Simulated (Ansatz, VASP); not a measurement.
# One calculation of SnO2, two programs

```
Sn O
1.0
     4.82757    0.00000    0.00000
     0.00000    4.82757    0.00000
     0.00000    0.00000    3.23810
Sn O
2 4
Direct
  0.00000 0.00000 0.00000
  0.50000 0.50000 0.50000
  0.30658 0.30658 0.00000
  0.80658 0.19342 0.50000
  0.19342 0.80658 0.50000
  0.69342 0.69342 0.00000
```

Alike in both runs: task single point; functional LDA; k mesh 6 × 6 × 10; occupations gaussian, width 0.05 eV; no spin polarisation.

|  | VASP | Ansatz |
| --- | --- | --- |
| version | VASP 6.6.1 | Ansatz 0.2.0 |
| potentials or method | VASP PAW LDA potentials, release 64 (Sn_d, O), cutoff 520 eV | scalar-relativistic, plane waves, PAW |
| valence electrons in the cell | 52 | 52 |

Ansatz gave:

| Item | Value |
| --- | --- |
| gap on the k mesh at the Fermi level (eV) | 0.53 |
| least direct gap on the mesh (eV) | 0.53 |
| pressure (GPa) | -10.7 |
| traceless stress, the component that is largest in VASP (GPa) | -1.11 |
| rms of the force components (eV/Å) | 0.053 |

Task: What did VASP give for the same quantities?

Result: gap on the k mesh at the Fermi level (eV): 0.56; least direct gap on the mesh (eV): 0.56; pressure (GPa): -9.9; traceless stress, the component that is largest in VASP (GPa): -0.84; rms of the force components (eV/Å): 0.043.

LDA's correlation is that of Perdew and Zunger in VASP and of Perdew and Wang (1992) in Ansatz. Atom by atom the forces differ by 0.010 eV/Å (rms over components).
